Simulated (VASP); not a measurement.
A run of VASP 6.6.1 is set up as follows.

The input INCAR:

```
SYSTEM = TaN
PREC = Accurate
ENCUT = 520
EDIFF = 1E-7
ISMEAR = -1
SIGMA = 0.1
LREAL = .False.
LASPH = .True.
NELM = 60
ALGO = Normal
ISIF = 2
LWAVE = .False.
LCHARG = .False.
GGA = PS
NBANDS = 15
```

The input KPOINTS:

```
Automatic mesh
0
Gamma
  12 12 10
  0 0 0
```

File POSCAR:

```
TaN
1.0
    2.9380000000      0.0000000000      0.0000000000
   -1.4690000000      2.5443830000      0.0000000000
    0.0000000000      0.0000000000      2.8830000000
Ta N
1 1
Direct
    0.3418425233      0.6666666667      0.5000000000
    0.0000000000      0.0000000000      0.0000000000
```

Potentials or basis: VASP PAW PBE potentials, release 64 (Ta_pv, N).

Command:

```console
$ cat potpaw_PBE.64/Ta_pv/POTCAR potpaw_PBE.64/N/POTCAR > POTCAR
$ mpirun -np 1 vasp_std > vasp.out
```

(1) Estimate the largest force.

(2) What does it give for the band gap on the k mesh?

(3) Estimate the pressure.

## Answers

(1) 0.326 eV/Å.

(2) zero (band 8 reaches 8.41 eV, above the bottom of band 9 at 8.00 eV).

(3) -4.0 GPa.

Caveat: the PAW data sets were made with another functional, which shifts forces and pressure a little; spin-orbit coupling is left out, which moves the levels of the heavy elements.
